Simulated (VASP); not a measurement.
Wanted: the native input for a VASP 6.6.1 run.

* Task: single point
* Functional: BLYP
* Potentials or basis: VASP PAW PBE potentials, release 64 (La, Na_pv)
* Cutoff: 520 eV
* k mesh: 5 × 5 × 3
* Occupations: fermi-dirac, width 0.05 eV
* Spin: no spin polarisation
* Dipole correction: no
* Further INCAR settings: ALGO = Fast; EDIFF = 1e-06; NBANDS = 16

The structure of NaLa lies in POSCAR:

```
NaLa
1.0
    3.6062507687      0.0000000000      0.0000000000
   -1.8031253843      3.1231047781      0.0000000000
    0.0000000000      0.0000000000      6.4837820000
La Na
1 1
Direct
    0.3333333333      0.6666666667      0.5000000000
    0.0000000000      0.0000000000      0.0000000000
```

One way to write it, as run:

INCAR

```
SYSTEM = NaLa
AGGAC = 1.0 ; AGGAX = 1.0
ALDAC = 0.0 ; ALDAX = 1.0
ALGO = Fast ; EDIFF = 1E-6
ENCUT = 520 ; GGA = B5
ISIF = 2 ; ISMEAR = -1
LASPH = .TRUE. ; LCHARG = .TRUE.
LELF = .TRUE. ; LREAL = .FALSE.
LVHAR = .TRUE. ; LWAVE = .FALSE.
NBANDS = 16 ; NELM = 60
PREC = Accurate ; SIGMA = 0.05
```

KPOINTS

```
k-points
0
G
  5 5 3
  0 0 0
```

Potentials or basis: VASP PAW PBE potentials, release 64 (La, Na_pv).

Command:

```console
$ cat potpaw_PBE.64/La/POTCAR potpaw_PBE.64/Na_pv/POTCAR > POTCAR
$ mpirun -np 1 vasp_std > vasp.out
```

It gave:

```yaml
Pressure: 1.0 GPa
Band_gap_on_the_k_mesh: zero (band 9 reaches 4.62 eV, above the bottom of band 10 at 4.35 eV)
```

Caveat: the k points lie up to 0.40 Å⁻¹ apart; the PAW data sets were made with another functional, which shifts forces and pressure a little; spin-orbit coupling is left out, which moves the levels of the heavy elements.

Run time: 3.2 min on 1 thread of AMD EPYC 7R13, on a shared host, peak memory 0.16 GiB.
